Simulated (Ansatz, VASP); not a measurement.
One calculation of Co, two programs

File INCAR:

```
SYSTEM = Co
PREC = Accurate
ENCUT = 520
EDIFF = 1E-6
ISMEAR = -1
SIGMA = 0.1
LREAL = .FALSE.
LASPH = .TRUE.
NELM = 80
ALGO = Normal
ISIF = 2
LWAVE = .FALSE.
LCHARG = .FALSE.
GGA = PS
NBANDS = 10
```

KPOINTS

```
regular mesh
0
G
  16 16 16
  0 0 0
```

The input POSCAR:

```
Co
1.0
    2.2498441333      0.0000000000      0.0000000000
    0.0000000000      2.2498441333      0.0000000000
    0.0000000000      0.0000000000      2.2498441333
Co
1
Direct
    0.0000000000      0.0000000000      0.0000000000
```

Input for Ansatz:

```yaml
crystal:
  lattice:
    - [2.2498441333, 0.0, 0.0]
    - [0.0, 2.2498441333, 0.0]
    - [0.0, 0.0, 2.2498441333]
  atoms:
    - { symbol: Co, position: [0.0, 0.0, 0.0] }
hamiltonian:
  xc: pbesol
  pseudopotentials:
    kind: paw
    azcp:
      Co: "pseudopotentials/Co.paw.azcp"
basis:
  ecutwfc: 420
  fft_grid_basis: typed
kpoints:
  mp_grid: { grid: [16, 16, 16], shift: [0, 0, 0] }
magnetization:
  spin_polarized: false
scf:
  occupations: { method: fermi_dirac, width: 0.1 }
  lower_state_search: "off"
output:
  stress: true
```

Alike in both runs: task single point; functional PBEsol; k mesh 16 × 16 × 16; occupations fermi-dirac, width 0.1 eV; no spin polarisation.

```csv
,VASP,Ansatz
version,VASP 6.6.1,Ansatz 0.2.0
potentials or method,"VASP PAW PBE potentials, release 64 (Co), cutoff 520 eV","plane waves (420 eV) with PAW, scalar-relativistic"
valence electrons in the cell,9,17
```

```csv
,VASP,Ansatz,Ansatz less VASP
pressure (GPa),-0.9,0.1,+0.96
```

VASP's potentials were made for PBE, not for PBEsol, and Ansatz warns of the same on its side. VASP's potentials hold 9 valence electrons a cell and Ansatz's 17, so a difference there can come from the potentials and not from the codes.
